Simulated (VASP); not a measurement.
# BaTiO3 (P4mm) in VASP: single point with PBEsol

Aim: the single point of BaTiO3 with PBEsol.

All numbers are computed with VASP 6.6.1; they aren't measurements. Logs are shortened: lines on timing, memory, paths and dates and some standing lists are left out, and cuts for length are marked.

## Step 1: The cell of the first run

It takes space group P4mm (No. 99, tetragonal). The conventional cell has a = 4.120 Å, b = 4.120 Å, c = 4.018 Å, α = 90.00°, β = 90.00°, γ = 90.00°. Within 3.7 Å of Ba (site symmetry 4mm) lie 12 O at 2.84 to 2.92 Å and 8 Ti at 3.50 to 3.58 Å. Ti (site symmetry 4mm) has 6 O at 1.87 to 2.15 Å within 2.5 Å. Within 2.5 Å of O (site symmetry 4mm) lie 2 Ti at 1.87 to 2.15 Å. Within 2.7 Å of O (site symmetry 2mm) lie 2 Ti at 2.06 Å.

## Step 2: Single point, PBEsol (equal xx and yy strain of +3 %)

INCAR

```
SYSTEM = BaTiO3
PREC = Accurate ; ENCUT = 520
EDIFF = 1E-6 ; ISMEAR = -1
SIGMA = 0.08 ; LREAL = .False.
LASPH = .True. ; NELM = 60
ALGO = Normal ; ISIF = 2
LWAVE = .False. ; LCHARG = .False.
GGA = PS ; NBANDS = 28
```

KPOINTS

```
regular mesh
0
Gamma
  7 7 7
  0 0 0
```

POSCAR

```
BaTiO3
1.0
    4.1197940000      0.0000000000      0.0000000000
    0.0000000000      4.1197940000      0.0000000000
    0.0000000000      0.0000000000      4.0180000000
Ba Ti O
1 1 3
Direct
    0.0000000000      0.0000000000      0.0000000000
    0.5000000000      0.5000000000      0.4820000000
    0.5000000000      0.5000000000      0.0160000000
    0.5000000000      0.0000000000      0.5150000000
    0.0000000000      0.5000000000      0.5150000000
```

Potentials or basis: VASP PAW PBE potentials, release 64 (Ba_sv, Ti_sv, O).

Started as:

```console
cat potpaw_PBE.64/Ba_sv/POTCAR potpaw_PBE.64/Ti_sv/POTCAR potpaw_PBE.64/O/POTCAR > POTCAR
mpirun -np 1 vasp_std > vasp.out
```

OUTCAR:

```text
SYSTEM = BaTiO3
   PREC = Accurate
   ENCUT = 520
   EDIFF = 1E-6
   ISMEAR = -1
   LREAL = .False.
   LASPH = .True.
   NELM = 60
   ISIF = 2
   GGA = PS

 ion  position               nearest neighbor table
   1  0.000  0.000  0.000-   4 2.84   5 2.84   5 2.84   4 2.84   3 2.91   3 2.91   3 2.91   3 2.91
                             4 2.92   5 2.92   5 2.92   4 2.92   2 3.50   2 3.50   2 3.50   2 3.50
   2  0.500  0.500  0.482-   3 1.87   4 2.06   5 2.06   4 2.06   5 2.06   3 2.15   1 3.50   1 3.50
                             1 3.50   1 3.50   1 3.58   1 3.58   1 3.58   1 3.58
   3  0.500  0.500  0.016-   2 1.87   2 2.15   1 2.91   1 2.91   1 2.91   1 2.91
   4  0.500  0.000  0.515-   2 2.06   2 2.06   1 2.84   1 2.84   1 2.92   1 2.92
   5  0.000  0.500  0.515-   2 2.06   2 2.06   1 2.84   1 2.84   1 2.92   1 2.92

  LATTYP: Found a simple tetragonal cell.
 ALAT       =     4.1197940000
 C/A-ratio  =     0.9752914830

  Lattice vectors:

 A1 = (   4.1197940000,   0.0000000000,   0.0000000000)
 A2 = (   0.0000000000,   4.1197940000,   0.0000000000)
 A3 = (   0.0000000000,   0.0000000000,   4.0180000000)

Analysis of symmetry for initial positions (statically):
=====================================================================
 Subroutine PRICEL returns:
 Original cell was already a primitive cell.

 Routine SETGRP: Setting up the symmetry group for a
 simple tetragonal supercell.

 Subroutine GETGRP returns: Found  8 space group operations
 (whereof  8 operations were pure point group operations)
 out of a pool of 16 trial point group operations.

The static configuration has the point symmetry C_4v.

Analysis of symmetry for dynamics (positions and initial velocities):
=====================================================================
 Subroutine PRICEL returns:
 Original cell was already a primitive cell.

 Routine SETGRP: Setting up the symmetry group for a
 simple tetragonal supercell.

 Subroutine GETGRP returns: Found  8 space group operations
 (whereof  8 operations were pure point group operations)
 out of a pool of 16 trial point group operations.

The dynamic configuration has the point symmetry C_4v.

 Subroutine INISYM returns: Found  8 space group operations
 (whereof  8 operations are pure point group operations),
 and found     1 'primitive' translations

----------------------------------------------------------------------------------------

                                     Primitive cell

  volume of cell :      68.1963

  direct lattice vectors                    reciprocal lattice vectors
     4.119794000  0.000000000  0.000000000     0.242730583  0.000000000  0.000000000
     0.000000000  4.119794000  0.000000000     0.000000000  0.242730583  0.000000000
     0.000000000  0.000000000  4.018000000     0.000000000  0.000000000  0.248880040

  length of vectors
     4.119794000  4.119794000  4.018000000     0.242730583  0.242730583  0.248880040

  position of ions in fractional coordinates (direct lattice)
     0.000000000  0.000000000  0.000000000
     0.500000000  0.500000000  0.482000000
     0.500000000  0.500000000  0.016000000
     0.500000000  0.000000000  0.515000000
     0.000000000  0.500000000  0.515000000

  ion indices of the primitive-cell ions
   primitive index   ion index
                 1           1
                 2           2
                 3           3
                 4           4
                 5           5

----------------------------------------------------------------------------------------

 KPOINTS: regular mesh

Automatic generation of k-mesh.
 Grid dimensions read from file:
 generate k-points for:    7    7    7

 Generating k-lattice:

  Cartesian coordinates                     Fractional coordinates (reciprocal lattice)
     0.034675798  0.000000000  0.000000000     0.142857143  0.000000000  0.000000000
     0.000000000  0.034675798  0.000000000     0.000000000  0.142857143  0.000000000
     0.000000000  0.000000000  0.035554291     0.000000000  0.000000000  0.142857143

  Length of vectors
     0.034675798  0.034675798  0.035554291

  Shift w.r.t. Gamma in fractional coordinates (k-lattice)
     0.000000000  0.000000000  0.000000000

 Subroutine IBZKPT returns following result:
 ===========================================

 Found     40 irreducible k-points:

 Following reciprocal coordinates:
            Coordinates               Weight
  0.000000  0.000000  0.000000      1.000000
  0.142857  0.000000  0.000000      4.000000
  0.285714  0.000000  0.000000      4.000000
  0.428571  0.000000  0.000000      4.000000
  0.142857  0.142857  0.000000      4.000000
  0.285714  0.142857  0.000000      8.000000
[... 16 lines left out ...]
  0.285714  0.000000  0.285714      8.000000
  0.428571  0.000000  0.285714      8.000000
 [... further k-points ...]
   k-points           NKPTS =     40   k-points in BZ     NKDIM =     40   number of bands    NBANDS=     28
   number of dos      NEDOS =    301   number of ions     NIONS =      5
   total plane-waves  NPLWV =  30720
   dimension x,y,z NGX =    32 NGY =   32 NGZ =   30
   dimension x,y,z NGXF=    64 NGYF=   64 NGZF=   60
   ions per type =               1   1   3
   NGX,Y,Z   is equivalent  to a cutoff of  12.91, 12.91, 12.41 a.u.
   NGXF,Y,Z  is equivalent  to a cutoff of  25.83, 25.83, 24.83 a.u.
 SYSTEM =  BaTiO3
   PREC   = accura    normal or accurate (medium, high low for compatibility)
   ISTART =      0    job   : 0-new  1-cont  2-samecut
   ICHARG =      2    charge: 1-file 2-atom 10-const
   ISPIN  =      1    spin polarized calculation?
   LNONCOLLINEAR =      F non collinear calculations
   LSORBIT =      F    spin-orbit coupling
   LASPH  =      T    aspherical Exc in radial PAW
   ENCUT  =  520.0 eV  38.22 Ry    6.18 a.u.   7.66  7.66  7.47*2*pi/ulx,y,z
   NELM   =     60;   NELMIN=  2; NELMDL= -5     # of ELM steps
   EDIFF  = 0.1E-05   stopping-criterion for ELM
   LREAL  =      F    real-space projection
   EDIFFG = 0.1E-04   stopping-criterion for IOM
   NSW    =      0    number of steps for IOM
   IBRION =     -1    ionic relax: 0-MD 1-quasi-New 2-CG
   NFREE  =      0    steps in history (QN), initial steepest desc. (CG)
   ISIF   =      2    stress and relaxation
   ISYM   =      2    0-nonsym 1-usesym 2-fastsym
   POTIM  = 0.5000    time-step for ionic-motion
   TEBEG  =    0.0;   TEEND  =   0.0 temperature during run
   PSTRESS=    0.0 pullay stress
   NELECT =      40.0000    total number of electrons
   NUPDOWN=      -1.0000    fix difference up-down
   EMIN   =  10.00;   EMAX   =-10.00  energy-range for DOS
   EFERMI =   0.00;   METHOD = LEGACY
   ISMEAR =    -1;   SIGMA  =   0.08  broadening in eV -4-tet -1-fermi 0-gaus
   EFERMI_NEDOS =   21; number of points for ismear=-14 and -15
   IALGO  =     38    algorithm
   IMIX   =      4    mixing-type and parameters
     AMIX     =   0.40;   BMIX     =  1.00
     AMIX_MAG =   1.60;   BMIX_MAG =  1.00
  volume/ion in A,a.u.               =      13.64        92.04
  Fermi-wavevector in a.u.,A,eV,Ry     =   1.370381  2.589644 25.550963  1.877943
  Thomas-Fermi vector in A             =   2.496172
   LORBIT       =      0    0 simple, 1 ext, 2 COOP (PROOUT), +10 PAW based schemes
   GGA     = PS    functional components
   LHFCALC =     F    Hartree Fock is set to
   AEXX    =    0.0000 exact exchange contribution
   IVDW    =     0    specifies the selected vdW correction
   LEPSILON=     F    determine dielectric tensor
   LRPA    =     F    only Hartree local field effects (RPA)
 non-spin polarized calculation
  energy-cutoff  :      520.00
  volume of cell :       68.20
 maximum number of plane-waves:      1857
 NGX is ok and might be reduce to    32
   NGX = 15   NGY = 15   NGZ = 15

 number of electron      40.0000010 magnetization

 Free energy of the ion-electron system (eV)
  ---------------------------------------------------
  ext. energy  EPLUGINS =         0.00000000
  ---------------------------------------------------
  free energy    TOTEN  =       -41.80729754 eV

  energy without entropy =      -41.80729409  energy(sigma->0) =      -41.80729582

 E-fermi :   4.1049     XC(G=0): -11.1892

 val. band max:        3.1611365371   @ k =   0.4286   0.4286   0.4286
 cond. band min:       4.8587978786   @ k =   0.0000   0.0000   0.0000
 fundamental gap:      1.6976613415
 Fermi energy:         4.1048998309

 k-point     1 :       0.0000    0.0000    0.0000
  band No.  band energies     occupation
      1     -53.2861      2.00000
      2     -29.6282      2.00000
      3     -29.5776      2.00000
      4     -29.5776      2.00000
      5     -21.6933      2.00000
      6     -13.4961      2.00000
[... 20 lines left out ...]
     27       8.1848      0.00000
     28       9.7517      0.00000

 k-point     2 :       0.1429    0.0000    0.0000
  band No.  band energies     occupation
      1     -53.2860      2.00000
      2     -29.6280      2.00000
      3     -29.5842      2.00000
      4     -29.5773      2.00000
      5     -21.6780      2.00000
      6     -13.5145      2.00000
[... 20 lines left out ...]
     27       8.5353      0.00000
     28      10.2099      0.00000

 k-point     3 :       0.2857    0.0000    0.0000
  band No.  band energies     occupation
      1     -53.2858      2.00000
      2     -29.6274      2.00000
      3     -29.5991      2.00000
      4     -29.5768      2.00000
      5     -21.6432      2.00000
      6     -13.5835      2.00000
[... 20 lines left out ...]
     27       9.3850      0.00000
     28      11.2820      0.00000

 k-point     4 :       0.4286    0.0000    0.0000
  band No.  band energies     occupation
      1     -53.2855      2.00000
      2     -29.6270      2.00000
      3     -29.6109      2.00000
      4     -29.5763      2.00000
      5     -21.6149      2.00000
      6     -13.6580      2.00000
[... 20 lines left out ...]
     27      10.2003      0.00000
     28      11.1967      0.00000

 k-point     5 :       0.1429    0.1429    0.0000
  band No.  band energies     occupation
      1     -53.2859      2.00000
      2     -29.6277      2.00000
      3     -29.5841      2.00000
      4     -29.5838      2.00000
      5     -21.6636      2.00000
      6     -13.5157      2.00000
[... 20 lines left out ...]
     27       8.8942      0.00000
     28      10.4961      0.00000

 k-point     6 :       0.2857    0.1429    0.0000
  band No.  band energies     occupation
      1     -53.2856      2.00000
      2     -29.6272      2.00000
      3     -29.5987      2.00000
      4     -29.5833      2.00000
      5     -21.6309      2.00000
      6     -13.5468      2.00000
[... 463 lines left out ...]
      5     -21.6337      2.00000
      6     -13.4104      2.00000
[... 20 lines left out ...]
     27       9.4055      0.00000
     28      11.1338      0.00000

 k-point    22 :       0.1429    0.0000    0.2857
  band No.  band energies     occupation
      1     -53.2854      2.00000
      2     -29.6581      2.00000
      3     -29.5829      2.00000
      4     -29.5762      2.00000
      5     -21.6216      2.00000
      6     -13.3702      2.00000
[... 20 lines left out ...]
     27       9.7357      0.00000
     28      11.3539      0.00000

 k-point    23 :       0.2857    0.0000    0.2857
  band No.  band energies     occupation
      1     -53.2852      2.00000
      2     -29.6573      2.00000
      3     -29.5975      2.00000
      4     -29.5756      2.00000
      5     -21.5942      2.00000
      6     -13.3143      2.00000
[... 20 lines left out ...]
     27      10.6676      0.00000
     28      11.3462      0.00000

 k-point    24 :       0.4286    0.0000    0.2857
  band No.  band energies     occupation
      1     -53.2849      2.00000
      2     -29.6566      2.00000
      3     -29.6092      2.00000
      4     -29.5752      2.00000
      5     -21.5719      2.00000
      6     -13.3122      2.00000
[... 20 lines left out ...]
     27      11.2667      0.00000
     28      11.6395      0.00000

 [... further k-points ...]

------------------------ aborting loop because EDIFF is reached ----------------------------------------

  FORCE on cell =-STRESS in cart. coord.  units (eV):
  Direction    XX          YY          ZZ          XY          YZ          ZX
  --------------------------------------------------------------------------------------
  -------------------------------------------------------------------------------------
  Total       -5.1574001     -5.1574001     -2.6976153      0.0000000      0.0000000      0.0000000
  in kB     -121.1659164   -121.1659164    -63.3767051      0.0000000      0.0000000      0.0000000
  external PRESSURE =    -101.9028460 kB  Pullay stress =       0.0000000 kB

 VOLUME and BASIS-vectors are now :
 -----------------------------------------------------------------------------
  energy-cutoff  :      520.00
  volume of cell :       68.20
      direct lattice vectors                 reciprocal lattice vectors
     4.119794000  0.000000000  0.000000000     0.242730583  0.000000000  0.000000000
     0.000000000  4.119794000  0.000000000     0.000000000  0.242730583  0.000000000
     0.000000000  0.000000000  4.018000000     0.000000000  0.000000000  0.248880040

 POSITION                                       TOTAL-FORCE (eV/Angst)
 -----------------------------------------------------------------------------------
      0.00000      0.00000      0.00000        -0.000000     -0.000000     -0.090890
      2.05990      2.05990      1.93668         0.000000      0.000000     -0.039969
      2.05990      2.05990      0.06429        -0.000000     -0.000000      0.499335
      2.05990      0.00000      2.06927        -0.000000     -0.000000     -0.184238
      0.00000      2.05990      2.06927        -0.000000     -0.000000     -0.184238
 -----------------------------------------------------------------------------------
    total drift:                                0.000000     -0.000000     -0.000933

  FREE ENERGIE OF THE ION-ELECTRON SYSTEM (eV)
  ---------------------------------------------------
  free  energy   TOTEN  =       -41.8072975433 eV

  energy  without entropy=      -41.8072940944  energy(sigma->0) =      -41.80729582
```

Wall time 35 s (1 thread of AMD EPYC 9R45 (Zen 5), shared host); peak memory 0.2 GiB.

What came out:

* Free energy: -41.8073 eV
* Pressure: -10.2 GPa
* Largest force: 0.499 eV/Å
* Band gap on the k mesh: 1.70 eV, indirect (least direct gap 1.94 eV)

Forces on the atoms (eV/Å):
```
Ba   0.000  0.000 -0.091
Ti   0.000  0.000 -0.040
O    0.000  0.000  0.499
O    0.000  0.000 -0.184
O    0.000  0.000 -0.184
```

Caveat: the cell differs from its parent crystal (equal xx and yy strain of +3 %); the PAW data sets were made with another functional, which shifts forces and pressure a little; spin-orbit coupling is left out, which moves the levels of the heavy elements. A k mesh can miss the band edges.
